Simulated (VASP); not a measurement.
# Al (Im-3m) in VASP: a series of runs

Al is run at these levels: r2SCAN; tasks: single point.

Program: VASP 6.6.1. These are calculated values, not measurements. Logs are shortened: lines on timing, memory, paths and dates and some standing lists are left out, and cuts for length are marked.

### Step 1. The cell of the first run

The structure is cubic, space group Im-3m (No. 229). The conventional cell has a = 3.182 Å, b = 3.182 Å, c = 3.182 Å, α = 90.00°, β = 90.00°, γ = 90.00°. Al (site symmetry m-3m) has 14 Al at 2.76 to 3.18 Å within 3.6 Å.

This isn't the form of Al at room conditions, which is fcc.

### Step 2. Single point, r2SCAN

POSCAR reads:

```
Al
1.0
   -1.5912186900      1.5912186900      1.5912186900
    1.5912186900     -1.5912186900      1.5912186900
    1.5912186900      1.5912186900     -1.5912186900
Al
1
Direct
    0.0000000000      0.0000000000      0.0000000000
```

INCAR.step1 reads:

```
SYSTEM = Al
PREC = Accurate ; ENCUT = 550
ISMEAR = -1 ; SIGMA = 0.15
LREAL = .False. ; LASPH = .True.
NELM = 120 ; NBANDS = 8
GGA = PE ; ALGO = Normal
EDIFF = 1E-5 ; LWAVE = .True.
LCHARG = .False. ; GGA_COMPAT = .False.
```

INCAR.step2 reads:

```
SYSTEM = Al
PREC = Accurate ; ENCUT = 550
EDIFF = 1E-6 ; ISMEAR = -1
SIGMA = 0.15 ; LREAL = .False.
LASPH = .True. ; NELM = 120
ALGO = Normal ; ISIF = 2
LWAVE = .False. ; LCHARG = .False.
METAGGA = R2SCAN ; LMIXTAU = .True.
NBANDS = 8 ; ISTART = 1
GGA_COMPAT = .False.
```

KPOINTS reads:

```
Automatic mesh
0
Gamma
  3 3 3
  0 0 0
```

Potentials or basis: VASP PAW PBE potentials, release 64 (Al).

The run is started by

```sh
> cat potpaw_PBE.64/Al/POTCAR > POTCAR
> cp INCAR.step1 INCAR
> mpirun -np 1 vasp_std > vasp.out
> cp INCAR.step2 INCAR
> mpirun -np 1 vasp_std > vasp.out
```

OUTCAR:

```text
SYSTEM = Al
   PREC = Accurate
   ENCUT = 550
   EDIFF = 1E-6
   ISMEAR = -1
   LREAL = .False.
   LASPH = .True.
   NELM = 120
   ISIF = 2
   METAGGA = R2SCAN
   ISTART = 1

 ion  position               nearest neighbor table
   1  0.000  0.000  0.000-

  LATTYP: Found a body centered cubic cell.
 ALAT       =     3.1824373800

  Lattice vectors:

 A1 = (  -1.5912186900,   1.5912186900,   1.5912186900)
 A2 = (   1.5912186900,  -1.5912186900,   1.5912186900)
 A3 = (   1.5912186900,   1.5912186900,  -1.5912186900)

Analysis of symmetry for initial positions (statically):
=====================================================================
 Subroutine PRICEL returns:
 Original cell was already a primitive cell.

 Routine SETGRP: Setting up the symmetry group for a
 body centered cubic supercell.

 Subroutine GETGRP returns: Found 48 space group operations
 (whereof 48 operations were pure point group operations)
 out of a pool of 48 trial point group operations.

The static configuration has the point symmetry O_h .

Analysis of symmetry for dynamics (positions and initial velocities):
=====================================================================
 Subroutine PRICEL returns:
 Original cell was already a primitive cell.

 Routine SETGRP: Setting up the symmetry group for a
 body centered cubic supercell.

 Subroutine GETGRP returns: Found 48 space group operations
 (whereof 48 operations were pure point group operations)
 out of a pool of 48 trial point group operations.

The dynamic configuration has the point symmetry O_h .

 Subroutine INISYM returns: Found 48 space group operations
 (whereof 48 operations are pure point group operations),
 and found     1 'primitive' translations

----------------------------------------------------------------------------------------

                                     Primitive cell

  volume of cell :      16.1157

  direct lattice vectors                    reciprocal lattice vectors
    -1.591218690  1.591218690  1.591218690     0.000000000  0.314224565  0.314224565
     1.591218690 -1.591218690  1.591218690     0.314224565  0.000000000  0.314224565
     1.591218690  1.591218690 -1.591218690     0.314224565  0.314224565  0.000000000

  length of vectors
     2.756071617  2.756071617  2.756071617     0.444380641  0.444380641  0.444380641

  position of ions in fractional coordinates (direct lattice)
     0.000000000  0.000000000  0.000000000

[... 54 lines left out ...]
   EDIFF  = 0.1E-05   stopping-criterion for ELM
   LREAL  =      F    real-space projection
   EDIFFG = 0.1E-04   stopping-criterion for IOM
   NSW    =      0    number of steps for IOM
   IBRION =     -1    ionic relax: 0-MD 1-quasi-New 2-CG
   NFREE  =      0    steps in history (QN), initial steepest desc. (CG)
   ISIF   =      2    stress and relaxation
   ISYM   =      2    0-nonsym 1-usesym 2-fastsym
   POTIM  = 0.5000    time-step for ionic-motion
   TEBEG  =    0.0;   TEEND  =   0.0 temperature during run
   PSTRESS=    0.0 pullay stress
   NELECT =       3.0000    total number of electrons
   NUPDOWN=      -1.0000    fix difference up-down
   EMIN   =  10.00;   EMAX   =-10.00  energy-range for DOS
   EFERMI =   0.00;   METHOD = LEGACY
   ISMEAR =    -1;   SIGMA  =   0.15  broadening in eV -4-tet -1-fermi 0-gaus
   EFERMI_NEDOS =   21; number of points for ismear=-14 and -15
   IALGO  =     38    algorithm
   IMIX   =      4    mixing-type and parameters
     AMIX     =   0.40;   BMIX     =  1.00
     AMIX_MAG =   1.60;   BMIX_MAG =  1.00
  volume/ion in A,a.u.               =      16.12       108.75
  Fermi-wavevector in a.u.,A,eV,Ry     =   0.934757  1.766435 11.888371  0.873771
  Thomas-Fermi vector in A             =   2.061595
   LORBIT       =      0    0 simple, 1 ext, 2 COOP (PROOUT), +10 PAW based schemes
   METAGGA = R2SCAN    functional components
   LHFCALC =     F    Hartree Fock is set to
   AEXX    =    0.0000 exact exchange contribution
   IVDW    =     0    specifies the selected vdW correction
   LEPSILON=     F    determine dielectric tensor
   LRPA    =     F    only Hartree local field effects (RPA)
 non-spin polarized calculation
  energy-cutoff  :      550.00
  volume of cell :       16.12
 maximum number of plane-waves:       475
 NGX is ok and might be reduce to    24
   NGX = 11   NGY = 11   NGZ = 11

 number of electron       3.0000000 magnetization

 Free energy of the ion-electron system (eV)
  ---------------------------------------------------
  ext. energy  EPLUGINS =         0.00000000
  ---------------------------------------------------
  free energy    TOTEN  =        -6.51672031 eV

  energy without entropy =       -6.46143200  energy(sigma->0) =       -6.48907616

 E-fermi :   7.3914     XC(G=0): -11.0095

 val. band max:        7.2731206566   @ k =   0.3333   0.3333   0.0000
 cond. band min:       9.5633926249   @ k =   0.3333   0.0000   0.0000
 fundamental gap:      2.2902719683
 Fermi energy:         7.3914496537

 k-point     1 :       0.0000    0.0000    0.0000
  band No.  band energies     occupation
      1      -3.7478      2.00000
      2      22.4614      0.00000
      3      22.4614      0.00000
      4      22.4614      0.00000
      5      24.5714      0.00000
      6      24.5714      0.00000
      7      24.5714      0.00000
      8      25.7331      0.00000
[... 23 lines left out ...]
 k-point     4 :      -0.3333    0.3333    0.3333
  band No.  band energies     occupation
      1       2.9995      2.00000
      2      11.8353      0.00000
      3      11.8353      0.00000
      4      12.9519      0.00000
      5      15.3374      0.00000
      6      22.4807      0.00000
      7      29.1109      0.00000
      8      31.1120      0.00000

------------------------ aborting loop because EDIFF is reached ----------------------------------------

  FORCE on cell =-STRESS in cart. coord.  units (eV):
  Direction    XX          YY          ZZ          XY          YZ          ZX
  --------------------------------------------------------------------------------------
  -------------------------------------------------------------------------------------
  Total        0.1408799      0.1408799      0.1408799      0.0000000     -0.0000000      0.0000000
  in kB       14.0058648     14.0058648     14.0058648      0.0000000     -0.0000000      0.0000000
  external PRESSURE =      14.0058648 kB  Pullay stress =       0.0000000 kB

 VOLUME and BASIS-vectors are now :
 -----------------------------------------------------------------------------
  energy-cutoff  :      550.00
  volume of cell :       16.12
      direct lattice vectors                 reciprocal lattice vectors
    -1.591218690  1.591218690  1.591218690     0.000000000  0.314224565  0.314224565
     1.591218690 -1.591218690  1.591218690     0.314224565  0.000000000  0.314224565
     1.591218690  1.591218690 -1.591218690     0.314224565  0.314224565  0.000000000

 POSITION                                       TOTAL-FORCE (eV/Angst)
 -----------------------------------------------------------------------------------
      0.00000      0.00000      0.00000        -0.000000     -0.000000      0.000000
 -----------------------------------------------------------------------------------
    total drift:                                0.000000      0.000000      0.000000

  FREE ENERGIE OF THE ION-ELECTRON SYSTEM (eV)
  ---------------------------------------------------
  free  energy   TOTEN  =        -6.5167203117 eV

  energy  without entropy=       -6.4614320006  energy(sigma->0) =       -6.48907616
```

OUTCAR.step1:

```text
SYSTEM = Al
   PREC = Accurate
   ENCUT = 550
   ISMEAR = -1
   LREAL = .False.
   LASPH = .True.
[... 238 lines left out ...]
 -----------------------------------------------------------------------------------
      0.00000      0.00000      0.00000         0.000000      0.000000     -0.000000
 -----------------------------------------------------------------------------------
    total drift:                                0.000000      0.000000      0.000000

  FREE ENERGIE OF THE ION-ELECTRON SYSTEM (eV)
  ---------------------------------------------------
  free  energy   TOTEN  =        -3.5383081331 eV

  energy  without entropy=       -3.4823321785  energy(sigma->0) =       -3.51032016
```

OSZICAR.step1:

```text
N       E                     dE             d eps       ncg     rms          rms(c)
DAV:   1    -0.984522442351E+00   -0.98452E+00   -0.92176E+02    64   0.224E+02
DAV:   2    -0.354892266859E+01   -0.25644E+01   -0.25640E+01    80   0.237E+01
DAV:   3    -0.356456231795E+01   -0.15640E-01   -0.15640E-01    88   0.202E+00
DAV:   4    -0.356458693514E+01   -0.24617E-04   -0.24617E-04    80   0.767E-02
DAV:   5    -0.356458694950E+01   -0.14354E-07   -0.14939E-07    80   0.248E-03    0.129E+00
DAV:   6    -0.354919067075E+01    0.15396E-01   -0.17663E-03    72   0.199E-01    0.747E-01
DAV:   7    -0.353831292080E+01    0.10878E-01   -0.54492E-03    72   0.328E-01    0.141E-01
DAV:   8    -0.353830813310E+01    0.47877E-05   -0.13294E-05    64   0.240E-02
   1 F= -.35383081E+01 E0= -.35103202E+01  d E =-.559760E-01
```

Wall time 9.1 s (1 thread of Intel Xeon Platinum 8259CL at 2.50GHz (Skylake/Cascade Lake), shared host); peak memory 0.13 GiB.

Results:

| Quantity | Value |
| --- | --- |
| Free energy | -6.5167 eV |
| Pressure | 1.4 GPa |
| Band gap on the k mesh | zero (an odd number of electrons rules out a gap without spin polarisation) |

Levels at points of the mesh, in eV from the Fermi level:
| k point | band 1 | band 2 | band 3 | band 4 |
| --- | --- | --- | --- | --- |
| (0.00, 0.00, 0.00) | -11.14 | 15.07 | 15.07 | 15.07 |

Caveat: the k points lie up to 0.93 Å⁻¹ apart, too coarse for converged energies and pressures of a metal; the PAW data sets were made with another functional, which shifts forces and pressure a little.

### Step 3. Single point, r2SCAN

POSCAR is that of step 2.

INCAR.step1 reads:

```
PREC = Accurate
ENCUT = 550
ISMEAR = -1
SIGMA = 0.15
LREAL = False
LASPH = True
NELM = 120
NBANDS = 8
GGA = PE
ALGO = Normal
EDIFF = 1E-5
LWAVE = True
LCHARG = False
GGA_COMPAT = False
```

INCAR.step2 reads:

```
PREC = Accurate
ENCUT = 550
EDIFF = 1E-6
ISMEAR = -1
SIGMA = 0.15
LREAL = False
LASPH = True
NELM = 120
ALGO = Normal
ISIF = 2
LWAVE = False
LCHARG = False
METAGGA = R2SCAN
LMIXTAU = True
NBANDS = 8
ISTART = 1
GGA_COMPAT = False
```

KPOINTS reads:

```
Automatic mesh
0
Gamma
  4 4 4
```

Potentials or basis: VASP PAW PBE potentials, release 64 (Al).

The run is started by

```sh
> cat potpaw_PBE.64/Al/POTCAR > POTCAR
> cp INCAR.step1 INCAR
> mpirun -np 1 vasp_std > vasp.out
> cp INCAR.step2 INCAR
> mpirun -np 1 vasp_std > vasp.out
```

Run time: 7.7 s. Hardware: 1 thread of Intel Xeon Platinum 8259CL at 2.50GHz (Skylake/Cascade Lake), shared host; peak memory 0.13 GiB.

The run converged. Its results:

* Free energy: -6.4463 eV
* Pressure: -2.3 GPa
* Band gap on the k mesh: zero (an odd number of electrons rules out a gap without spin polarisation)

Levels at points of the mesh, in eV from the Fermi level:
```tsv
k point	band 1	band 2	band 3	band 4	band 5	band 6
(0.00, 0.00, 0.00)	-12.61	13.58	13.58	13.58	15.68	15.68
(0.50, 0.00, 0.00)	-5.40	-4.62	8.13	8.41	10.21	11.87
(0.50, 0.50, 0.50)	1.45	1.45	1.45	2.34	2.34	6.19
```

Caveat: the k points lie up to 0.70 Å⁻¹ apart, too coarse for converged energies and pressures of a metal; the PAW data sets were made with another functional, which shifts forces and pressure a little.

### Step 4. Single point, r2SCAN

POSCAR is that of step 3.

INCAR.step1 reads:

```
SYSTEM = Al
PREC = Accurate ; ENCUT = 550
ISMEAR = -1 ; SIGMA = 0.15
LREAL = .FALSE. ; LASPH = .TRUE.
NELM = 120 ; NBANDS = 8
GGA = PE ; ALGO = Normal
EDIFF = 1E-5 ; LWAVE = .TRUE.
LCHARG = .FALSE. ; GGA_COMPAT = .FALSE.
```

INCAR.step2 reads:

```
SYSTEM = Al
PREC = Accurate ; ENCUT = 550
EDIFF = 1E-6 ; ISMEAR = -1
SIGMA = 0.15 ; LREAL = .FALSE.
LASPH = .TRUE. ; NELM = 120
ALGO = Normal ; ISIF = 2
LWAVE = .FALSE. ; LCHARG = .FALSE.
METAGGA = R2SCAN ; LMIXTAU = .TRUE.
NBANDS = 8 ; ISTART = 1
GGA_COMPAT = .FALSE.
```

KPOINTS reads:

```
regular mesh
0
G
  6 6 6
  0 0 0
```

The run is started by

```sh
> cat potpaw_PBE.64/Al/POTCAR > POTCAR
> cp INCAR.step1 INCAR
> mpirun -np 1 vasp_std > vasp.out
> cp INCAR.step2 INCAR
> mpirun -np 1 vasp_std > vasp.out
```

Run time: 8.6 s. Hardware: 1 thread of Intel Xeon Platinum 8259CL at 2.50GHz (Skylake/Cascade Lake), shared host; peak memory 0.13 GiB.

Results (log left out):

```
Free energy            : -6.6845 eV
Pressure               : 1.0 GPa
Band gap on the k mesh : zero (an odd number of electrons rules out a gap without spin polarisation)
```

Levels at points of the mesh, in eV from the Fermi level:
```csv
k point,band 1,band 2,band 3,band 4,band 5
"(0.00, 0.00, 0.00)",-11.78,14.44,14.44,14.44,16.54
"(0.50, 0.00, 0.00)",-4.56,-3.78,8.99,9.26,11.06
"(0.50, 0.50, 0.50)",2.30,2.30,2.30,3.18,3.18
```

Caveat: the k points lie up to 0.47 Å⁻¹ apart, too coarse for converged energies and pressures of a metal; the PAW data sets were made with another functional, which shifts forces and pressure a little.

### Step 5. Overview

| k mesh | gap on the mesh (eV) | pressure (GPa) |
| --- | --- | --- |
| 3 × 3 × 3 | none | 1.4 |
| 4 × 4 × 4 | none | -2.3 |
| 6 × 6 × 6 | none | 1.0 |

Alike in all rows: task single point; level r2SCAN; potentials or basis VASP PAW PBE potentials, release 64 (Al); no spin polarisation; cell as given; cutoff (eV) 550; smearing fermi-dirac 0.15 eV.

Caveats: all runs use coarse meshes; the PAW data sets were made with another functional, which shifts forces and pressure a little.

Total energies depend on the potentials used, so only differences within one code and one set of settings carry meaning.

The gap in the log of VASP goes by the Fermi energy; the results here count the filled bands.